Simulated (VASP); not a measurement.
# Ti in VASP: notebook

The runs below take Ti through single point, with LDA.

Everything below comes from runs of VASP 6.6.1. Logs are shortened: lines on timing, memory, paths and dates and some standing lists are left out, and cuts for length are marked.

**1. The cell of the first run**

Symmetry: I4/mmm, No. 139, tetragonal system. Conventional cell: a = 2.900 Å, b = 2.900 Å, c = 4.060 Å, α = 90.00°, β = 90.00°, γ = 90.00°. Ti (site symmetry 4/mmm) has 12 Ti at 2.89 to 2.90 Å within 3.8 Å.

**2. Single point, LDA (equal xx and yy strain of +1 %)**

File INCAR:

```
SYSTEM = Ti
PREC = Accurate
ENCUT = 520
EDIFF = 1E-7
ISMEAR = -1
SIGMA = 0.05
LREAL = .False.
LASPH = .True.
NELM = 60
ALGO = Normal
ISIF = 2
LWAVE = .False.
LCHARG = .True.
LELF = .True.
LVHAR = .True.
NBANDS = 12
```

File KPOINTS:

```
regular mesh
0
Gamma
  15 15 15
  0 0 0
```

File POSCAR:

```
Ti
1.0
    0.0000000000      2.0503000000      2.0300000000
    2.0503000000      0.0000000000      2.0300000000
    2.0503000000      2.0503000000      0.0000000000
Ti
1
Direct
    0.0000000000      0.0000000000      0.0000000000
```

Potentials or basis: VASP PAW LDA potentials, release 64 (Ti_sv).

Command:

```bash
cat potpaw_LDA.64/Ti_sv/POTCAR > POTCAR
mpirun -np 1 vasp_std > vasp.out
```

OUTCAR:

```text
SYSTEM = Ti
   PREC = Accurate
   ENCUT = 520
   EDIFF = 1E-7
   ISMEAR = -1
   LREAL = .False.
   LASPH = .True.
   NELM = 60
   ISIF = 2

 ion  position               nearest neighbor table
   1  0.000  0.000  0.000-

  LATTYP: Found a body centered tetragonal cell.
 ALAT       =     2.8995620669
 C/A-ratio  =     1.4002114479

  Lattice vectors:

 A1 = (   0.0000000000,  -2.0503000000,  -2.0300000000)
 A2 = (   0.0000000000,   2.0503000000,  -2.0300000000)
 A3 = (   2.0503000000,   0.0000000000,   2.0300000000)

Analysis of symmetry for initial positions (statically):
=====================================================================
 Subroutine PRICEL returns:
 Original cell was already a primitive cell.

 Routine SETGRP: Setting up the symmetry group for a
 body centered tetragonal supercell.

 Subroutine GETGRP returns: Found 16 space group operations
 (whereof 16 operations were pure point group operations)
 out of a pool of 16 trial point group operations.

The static configuration has the point symmetry D_4h.

Analysis of symmetry for dynamics (positions and initial velocities):
=====================================================================
 Subroutine PRICEL returns:
 Original cell was already a primitive cell.

 Routine SETGRP: Setting up the symmetry group for a
 body centered tetragonal supercell.

 Subroutine GETGRP returns: Found 16 space group operations
 (whereof 16 operations were pure point group operations)
 out of a pool of 16 trial point group operations.

The dynamic configuration has the point symmetry D_4h.

 Subroutine INISYM returns: Found 16 space group operations
 (whereof 16 operations are pure point group operations),
 and found     1 'primitive' translations

----------------------------------------------------------------------------------------

                                     Primitive cell

  volume of cell :      17.0671

  direct lattice vectors                    reciprocal lattice vectors
     0.000000000  2.050300000  2.030000000    -0.243866751  0.243866751  0.246305419
     2.050300000  0.000000000  2.030000000     0.243866751 -0.243866751  0.246305419
     2.050300000  2.050300000  0.000000000     0.243866751  0.243866751 -0.246305419

  length of vectors
     2.885243506  2.885243506  2.899562067     0.423802246  0.423802246  0.423802246

  position of ions in fractional coordinates (direct lattice)
     0.000000000  0.000000000  0.000000000

  ion indices of the primitive-cell ions
   primitive index   ion index
                 1           1

----------------------------------------------------------------------------------------

 KPOINTS: regular mesh

Automatic generation of k-mesh.
 Grid dimensions read from file:
 generate k-points for:   15   15   15

 Generating k-lattice:

  Cartesian coordinates                     Fractional coordinates (reciprocal lattice)
    -0.016257783  0.016257783  0.016420361     0.066666667 -0.000000000  0.000000000
     0.016257783 -0.016257783  0.016420361    -0.000000000  0.066666667  0.000000000
     0.016257783  0.016257783 -0.016420361     0.000000000  0.000000000  0.066666667

  Length of vectors
     0.028253483  0.028253483  0.028253483

  Shift w.r.t. Gamma in fractional coordinates (k-lattice)
     0.000000000  0.000000000  0.000000000

 Subroutine IBZKPT returns following result:
 ===========================================

 Found    288 irreducible k-points:

 Following reciprocal coordinates:
            Coordinates               Weight
  0.000000  0.000000  0.000000      1.000000
  0.066667 -0.000000  0.000000      8.000000
  0.133333 -0.000000  0.000000      8.000000
  0.200000 -0.000000  0.000000      8.000000
  0.266667 -0.000000  0.000000      8.000000
  0.333333 -0.000000  0.000000      8.000000
[... 16 lines left out ...]
  0.133333  0.133333  0.000000      2.000000
  0.200000  0.133333  0.000000      8.000000
 [... further k-points ...]
   k-points           NKPTS =    288   k-points in BZ     NKDIM =    288   number of bands    NBANDS=     12
   number of dos      NEDOS =    301   number of ions     NIONS =      1
   total plane-waves  NPLWV =  13824
   dimension x,y,z NGX =    24 NGY =   24 NGZ =   24
   dimension x,y,z NGXF=    48 NGYF=   48 NGZF=   48
   ions per type =               1
   NGX,Y,Z   is equivalent  to a cutoff of  13.83, 13.83, 13.76 a.u.
   NGXF,Y,Z  is equivalent  to a cutoff of  27.66, 27.66, 27.52 a.u.
 SYSTEM =  Ti
   PREC   = accura    normal or accurate (medium, high low for compatibility)
   ISTART =      0    job   : 0-new  1-cont  2-samecut
   ICHARG =      2    charge: 1-file 2-atom 10-const
   ISPIN  =      1    spin polarized calculation?
   LNONCOLLINEAR =      F non collinear calculations
   LSORBIT =      F    spin-orbit coupling
   LASPH  =      T    aspherical Exc in radial PAW
   ENCUT  =  520.0 eV  38.22 Ry    6.18 a.u.   5.36  5.36  5.39*2*pi/ulx,y,z
[... 64 lines left out ...]
      7       8.9962      0.00000
      8       9.0754      0.00000
      9      10.6186      0.00000
     10      10.7117      0.00000
     11      23.6160      0.00000
     12      28.0111      0.00000

 k-point     2 :       0.0667   -0.0000    0.0000
  band No.  band energies     occupation
      1     -47.8184      2.00000
      2     -24.0649      2.00000
      3     -24.0372      2.00000
      4     -24.0350      2.00000
      5       2.2583      2.00000
      6       8.9262      0.00000
      7       9.0493      0.00000
      8       9.1093      0.00000
      9      10.5862      0.00000
     10      10.6759      0.00000
     11      23.7384      0.00000
     12      26.9910      0.00000

 k-point     3 :       0.1333   -0.0000    0.0000
  band No.  band energies     occupation
      1     -47.8017      2.00000
      2     -24.1570      2.00000
      3     -24.0494      2.00000
      4     -24.0459      2.00000
      5       2.6826      2.00000
      6       8.6984      0.00005
      7       9.1749      0.00000
      8       9.2328      0.00000
      9      10.5298      0.00000
     10      10.6068      0.00000
     11      23.8466      0.00000
     12      25.2762      0.00000

 k-point     4 :       0.2000   -0.0000    0.0000
  band No.  band energies     occupation
      1     -47.7769      2.00000
      2     -24.2910      2.00000
      3     -24.0672      2.00000
      4     -24.0620      2.00000
      5       3.3354      2.00000
      6       8.4130      0.01624
      7       9.2633      0.00000
      8       9.3323      0.00000
      9      10.5723      0.00000
     10      10.6230      0.00000
     11      22.6946      0.00000
     12      24.6225      0.00000

 k-point     5 :       0.2667   -0.0000    0.0000
  band No.  band energies     occupation
      1     -47.7482      2.00000
      2     -24.4426      2.00000
      3     -24.0875      2.00000
      4     -24.0803      2.00000
      5       4.1177      2.00000
      6       8.1972      0.76050
      7       9.2123      0.00000
      8       9.2947      0.00000
      9      10.8195      0.00000
     10      10.8385      0.00000
     11      20.8735      0.00000
     12      24.2745      0.00000
[... 228 lines left out ...]
      1     -47.7897      2.00000
      2     -24.2086      2.00000
      3     -24.0763      2.00000
      4     -24.0490      2.00000
      5       2.9950      2.00000
      6       8.5198      0.00193
      7       9.2841      0.00000
      8       9.3110      0.00000
      9      10.3071      0.00000
     10      10.7756      0.00000
     11      23.7607      0.00000
     12      24.6929      0.00000

 k-point    22 :      -0.0667    0.0667    0.0000
  band No.  band energies     occupation
      1     -47.8091      2.00000
      2     -24.1098      2.00000
      3     -24.0533      2.00000
      4     -24.0389      2.00000
      5       2.4949      2.00000
      6       8.7664      0.00001
      7       9.1297      0.00000
      8       9.2185      0.00000
      9      10.4456      0.00000
     10      10.7192      0.00000
     11      23.8997      0.00000
     12      26.0026      0.00000

 k-point    23 :       0.1333    0.1333    0.0000
  band No.  band energies     occupation
      1     -47.7936      2.00000
      2     -24.1525      2.00000
      3     -24.0771      2.00000
      4     -24.0771      2.00000
      5       2.8776      2.00000
      6       8.5227      0.00182
      7       9.3436      0.00000
      8       9.3436      0.00000
      9      10.1907      0.00000
     10      10.7942      0.00000
     11      24.2288      0.00000
     12      25.9730      0.00000

 k-point    24 :       0.2000    0.1333    0.0000
  band No.  band energies     occupation
      1     -47.7748      2.00000
      2     -24.2411      2.00000
      3     -24.0995      2.00000
      4     -24.0920      2.00000
      5       3.3616      2.00000
      6       8.2515      0.34294
      7       9.4660      0.00000
      8       9.5120      0.00000
      9      10.0473      0.00000
     10      10.8903      0.00000
     11      24.0727      0.00000
     12      24.8458      0.00000

 [... further k-points ...]

------------------------ aborting loop because EDIFF is reached ----------------------------------------

  FORCE on cell =-STRESS in cart. coord.  units (eV):
  Direction    XX          YY          ZZ          XY          YZ          ZX
  --------------------------------------------------------------------------------------
  -------------------------------------------------------------------------------------
  Total       -0.7555049     -0.7555049     -0.7144257      0.0000000      0.0000000     -0.0000000
  in kB      -70.9229855    -70.9229855    -67.0666790      0.0000000      0.0000000     -0.0000000
  external PRESSURE =     -69.6375500 kB  Pullay stress =       0.0000000 kB

 VOLUME and BASIS-vectors are now :
 -----------------------------------------------------------------------------
  energy-cutoff  :      520.00
  volume of cell :       17.07
      direct lattice vectors                 reciprocal lattice vectors
     0.000000000  2.050300000  2.030000000    -0.243866751  0.243866751  0.246305419
     2.050300000  0.000000000  2.030000000     0.243866751 -0.243866751  0.246305419
     2.050300000  2.050300000  0.000000000     0.243866751  0.243866751 -0.246305419

 POSITION                                       TOTAL-FORCE (eV/Angst)
 -----------------------------------------------------------------------------------
      0.00000      0.00000      0.00000         0.000000     -0.000000      0.000000
 -----------------------------------------------------------------------------------
    total drift:                                0.000000      0.000000     -0.000000

  FREE ENERGIE OF THE ION-ELECTRON SYSTEM (eV)
  ---------------------------------------------------
  free  energy   TOTEN  =        -8.4815628181 eV

  energy  without entropy=       -8.4669773286  energy(sigma->0) =       -8.47427007
```

Run time: 59 s. Hardware: 1 thread of Intel Xeon 8259CL, shared host; peak memory 0.17 GiB.

What came out:

```
Free energy            : -8.4816 eV
Pressure               : -7.0 GPa
Band gap on the k mesh : zero (bands 6 and 7 overlap by 1.12 eV)
```

Caveat: the cell differs from its parent crystal (equal xx and yy strain of +1 %); the cell stands under tension.

**3. Single point, LDA (equal xx and yy strain of +2 %)**

File INCAR:

```
SYSTEM = Ti
  ALGO = Normal
  EDIFF = 1E-7
  ENCUT = 520
  ISIF = 2
  ISMEAR = -1
  LASPH = .True.
  LCHARG = .False.
  LREAL = .False.
  LWAVE = .False.
  NBANDS = 12
  NELM = 80
  PREC = Accurate
  SIGMA = 0.05
```

File KPOINTS:

```
k-points
0
Gamma
  15 15 15
  0 0 0
```

File POSCAR:

```
Ti
1.0
    0.0000000000      2.0706000000      2.0300000000
    2.0706000000      0.0000000000      2.0300000000
    2.0706000000      2.0706000000      0.0000000000
Ti
1
Direct
    0.0000000000      0.0000000000      0.0000000000
```

Potentials or basis: VASP PAW LDA potentials, release 64 (Ti_sv).

Command:

```bash
cat potpaw_LDA.64/Ti_sv/POTCAR > POTCAR
mpirun -np 1 vasp_std > vasp.out
```

Run time: 55 s. Hardware: 1 thread of Intel Xeon 8259CL, shared host; peak memory 0.17 GiB.

Results (log left out):

```
Free energy            : -8.4646 eV
Pressure               : -8.8 GPa
Band gap on the k mesh : zero (bands 6 and 7 overlap by 1.10 eV)
```

Stress tensor (GPa, compression positive):
```
-9.06  0.00  0.00
 0.00 -9.06  0.00
 0.00  0.00 -8.29
```

Levels at points of the mesh, in eV from the Fermi level:
```tsv
k point	band 4	band 5	band 6	band 7	band 8	band 9
(0.00, 0.00, 0.00)	-32.25	-6.01	0.79	0.79	0.94	2.35
```

Caveat: the cell differs from its parent crystal (equal xx and yy strain of +2 %); the cell stands under tension.

**4. Single point, LDA (equal xx and yy strain of +3 %)**

File INCAR:

```
SYSTEM = Ti
ALGO = Normal
EDIFF = 1E-6
ENCUT = 520
GGA = CA
ISIF = 2
ISMEAR = -1
LASPH = .True.
LCHARG = .True.
LELF = .True.
LREAL = .False.
LVHAR = .True.
LWAVE = .False.
NBANDS = 12
NELM = 60
PREC = Accurate
SIGMA = 0.05
```

KPOINTS is that of step 3.

File POSCAR:

```
Ti
1.0
    0.0000000000      2.0909000000      2.0300000000
    2.0909000000      0.0000000000      2.0300000000
    2.0909000000      2.0909000000      0.0000000000
Ti
1
Direct
    0.0000000000      0.0000000000      0.0000000000
```

Command:

```bash
cat potpaw_LDA.64/Ti_sv/POTCAR > POTCAR
mpirun -np 1 vasp_std > vasp.out
```

Run time: 58 s. Hardware: 1 thread of Intel Xeon 8259CL, shared host; peak memory 0.18 GiB.

It converged, with:

```yaml
Free_energy: -8.4433 eV
Pressure: -10.5 GPa
Band_gap_on_the_k_mesh: zero (bands 6 and 7 overlap by 1.15 eV)
```

Stress tensor (GPa, compression positive):
```
-10.87   0.00   0.00
  0.00 -10.87   0.00
  0.00   0.00  -9.75
```

Levels at points of the mesh, in eV from the Fermi level:
| k point | band 2 | band 3 | band 4 | band 5 | band 6 | band 7 | band 8 | band 9 | band 10 | band 11 |
| --- | --- | --- | --- | --- | --- | --- | --- | --- | --- | --- |
| (0.00, 0.00, 0.00) | -32.31 | -32.31 | -32.30 | -5.96 | 0.76 | 0.76 | 0.98 | 2.25 | 2.51 | 15.25 |

Caveat: the cell differs from its parent crystal (equal xx and yy strain of +3 %); the cell stands under tension.

**5. Single point, LDA (equal xy, yz and zx shear strains of -3 %)**

File INCAR:

```
SYSTEM = Ti
PREC     = Accurate       ! precision mode
ENCUT    = 520            ! plane-wave cutoff, eV
EDIFF    = 1E-6           ! SCF threshold, eV
ISMEAR   = -1             ! smearing method
SIGMA    = 0.05           ! smearing width, eV
LREAL    = .FALSE.        ! projectors in reciprocal space
LASPH    = .TRUE.         ! aspherical terms in the spheres
NELM     = 100            ! most SCF steps
ALGO     = Normal         ! electronic algorithm
ISIF     = 2              ! what is computed and relaxed
LWAVE    = .FALSE.        ! write WAVECAR
LCHARG   = .FALSE.        ! write CHGCAR
NBANDS   = 12             ! bands
```

File KPOINTS:

```
regular mesh
0
G
  15 15 15
  0 0 0
```

File POSCAR:

```
Ti
1.0
   -0.0609000000      1.9995500000      1.9995500000
    1.9995500000     -0.0609000000      1.9995500000
    1.9995500000      1.9995500000     -0.0609000000
Ti
1
Direct
    0.0000000000      0.0000000000      0.0000000000
```

Command:

```bash
cat potpaw_LDA.64/Ti_sv/POTCAR > POTCAR
mpirun -np 1 vasp_std > vasp.out
```

It took 57 s on 1 thread of Intel Xeon 8259CL, shared host; peak memory 0.18 GiB.

It converged, with:

```
Free energy            : -8.4871 eV
Pressure               : -4.9 GPa
Band gap on the k mesh : zero (bands 6 and 7 overlap by 1.15 eV)
```

Stress tensor (GPa, compression positive):
```
-4.88  1.62  1.62
 1.62 -4.88  1.62
 1.62  1.62 -4.88
```

Levels at points of the mesh, in eV from the Fermi level:
| k point | band 2 | band 3 | band 4 | band 5 | band 6 | band 7 | band 8 | band 9 | band 10 | band 11 |
| --- | --- | --- | --- | --- | --- | --- | --- | --- | --- | --- |
| (0.00, 0.00, 0.00) | -32.16 | -32.16 | -32.11 | -6.11 | 0.68 | 0.68 | 1.19 | 2.57 | 2.57 | 15.51 |

Caveat: the cell differs from its parent crystal (equal xy, yz and zx shear strains of -3 %); the cell stands under tension.

**6. Single point, LDA (equal xy, yz and zx shear strains of -1 %)**

File INCAR:

```
PREC     = Accurate       # precision mode
ENCUT    = 520            # plane-wave cutoff, eV
EDIFF    = 1E-6           # SCF threshold, eV
ISMEAR   = -1             # smearing method
SIGMA    = 0.05           # smearing width, eV
LREAL    = F              # projectors in reciprocal space
LASPH    = T              # aspherical terms in the spheres
NELM     = 60             # most SCF steps
ALGO     = Normal         # electronic algorithm
ISIF     = 2              # what is computed and relaxed
LWAVE    = F              # write WAVECAR
LCHARG   = F              # write CHGCAR
NBANDS   = 12             # bands
```

File KPOINTS:

```
Automatic mesh
0
Gamma
  15 15 15
```

File POSCAR:

```
Ti
1.0
   -0.0203000000      2.0198500000      2.0198500000
    2.0198500000     -0.0203000000      2.0198500000
    2.0198500000      2.0198500000     -0.0203000000
Ti
1
Direct
    0.0000000000      0.0000000000      0.0000000000
```

Potentials or basis: VASP PAW LDA potentials, release 64 (Ti_sv).

Command:

```bash
cat potpaw_LDA.64/Ti_sv/POTCAR > POTCAR
mpirun -np 1 vasp_std > vasp.out
```

It took 64 s on 1 thread of Intel Xeon 8259CL, shared host; peak memory 0.18 GiB.

Results (log left out):

* Free energy: -8.4934 eV
* Pressure: -5.0 GPa
* Band gap on the k mesh: zero (bands 6 and 7 overlap by 1.17 eV)

Stress tensor (GPa, compression positive):
```
-4.96  0.49  0.49
 0.49 -4.96  0.49
 0.49  0.49 -4.96
```

Levels at points of the mesh, in eV from the Fermi level:
```csv
k point,band 2,band 3,band 4,band 5,band 6,band 7,band 8,band 9,band 10,band 11
"(0.00, 0.00, 0.00)",-32.16,-32.16,-32.14,-6.11,0.80,0.80,0.97,2.55,2.55,15.54
```

Caveat: the cell differs from its parent crystal (equal xy, yz and zx shear strains of -1 %); the cell stands under tension.

**7. The runs side by side**

```csv
cell,gap on the mesh (eV),pressure (GPa)
"a = 2.885, b = 2.885, c = 2.900 Å, angles 59.8, 59.8, 60.3°, 1 atom",none,-7.0
"a = 2.900, b = 2.900, c = 2.928 Å, angles 59.7, 59.7, 60.7°, 1 atom",none,-8.8
"a = 2.914, b = 2.914, c = 2.957 Å, angles 59.5, 59.5, 61.0°, 1 atom",none,-10.5
"a = 2.828 Å, angles 62.0°, 1 atom",none,-4.9
"a = 2.857 Å, angles 60.7°, 1 atom",none,-5.0
```

Alike in all rows: task single point; level LDA; potentials or basis VASP PAW LDA potentials, release 64 (Ti_sv); no spin polarisation; k mesh 15 × 15 × 15; cutoff (eV) 520; smearing fermi-dirac 0.05 eV.

Caveats: the cell stands under tension.

Absolute energies hang on the potentials; compare differences alone.
